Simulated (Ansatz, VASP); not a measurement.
## One calculation of Ni, two programs

The input INCAR:

```
PREC     = Accurate       # precision mode
ENCUT    = 520            # plane-wave cutoff, eV
EDIFF    = 1E-6           # SCF threshold, eV
ISMEAR   = -1             # smearing method
SIGMA    = 0.05           # smearing width, eV
LREAL    = F              # projectors in reciprocal space
LASPH    = T              # aspherical terms in the spheres
NELM     = 150            # most SCF steps
ALGO     = Normal         # electronic algorithm
ISIF     = 2              # what is computed and relaxed
LWAVE    = F              # write WAVECAR
LCHARG   = F              # write CHGCAR
ISPIN    = 2              # spin polarisation
MAGMOM   = 1.5            # initial moments
LORBIT   = 11             # projections on sites
LMAXMIX  = 4              # l up to which the mixer works
GGA      = PE             # functional
NBANDS   = 15             # bands
```

Contents of KPOINTS:

```
regular mesh
0
Gamma
  20 20 20
```

POSCAR

```
Ni
1.0
    0.0000000000      1.7679500000      1.7856295000
    1.7679500000      0.0000000000      1.7856295000
    1.7679500000      1.7679500000      0.0000000000
Ni
1
Direct
    0.0000000000      0.0000000000      0.0000000000
```

Input for Ansatz:

```yaml
crystal:
  lattice:
    - [0.0, 1.76795, 1.7856295]
    - [1.76795, 0.0, 1.7856295]
    - [1.76795, 1.76795, 0.0]
  atoms:
    - { symbol: Ni, position: [0.0, 0.0, 0.0], spin: 1.5 }
magnetization:
  spin_polarized: true
kpoints:
  mp_grid: { grid: [20, 20, 20] }
  band_path:
    path:
      - [0.0, 0.0, 0.0]
      - [0.0, 0.5, 0.5]
      - [0.25, 0.75, 0.5]
      - [0.0, 0.5, 0.0]
      - [0.0, 0.0, 0.0]
      - [0.5, 0.5, 0.0]
      - [0.3725370062, 0.6274629938, 0.0]
      - [-0.3725370062, 0.3725370062, 0.0]
      - [0.0, 0.0, 0.0]
    npoints: 5
scf:
  occupations: { method: fermi_dirac, width: 0.05 }
hamiltonian:
  xc: pbe
  pseudopotentials: { kind: all_electron, lapw: { basis_error: 0.00025 } }
output:
  forces: true
  stress: true
  eigenvalues: true
```

Change from the starting cell: zz strain of +1 %.

Alike in both runs: task single point; functional PBE; k mesh 20 × 20 × 20; occupations fermi-dirac, width 0.05 eV; collinear spin.

```csv
,VASP,Ansatz
version,VASP 6.6.1,Ansatz 0.2.0
potentials or method,"VASP PAW PBE potentials, release 64 (Ni), cutoff 520 eV","all-electron LAPW, scalar-relativistic"
```

Ansatz gave:

| Property | Result |
| --- | --- |
| pressure (GPa) | -4.6 |
| traceless stress, the component that is largest in VASP (GPa) | -0.77 |
| net moment per atom (μB) | 0.64 |
| size of the moment on the site where the two differ most (μB) | 0.67 |

Task: What did VASP give for the same quantities?

Result: Pressure (GPa): -4.6; traceless stress, the component that is largest in VASP (GPa): -0.73; net moment per atom (μB): 0.63; size of the moment on the site where the two differ most (μB): 0.65.

Site moments also hang on the region over which each program counts them. Ansatz ran all-electron here, and VASP with PAW potentials.
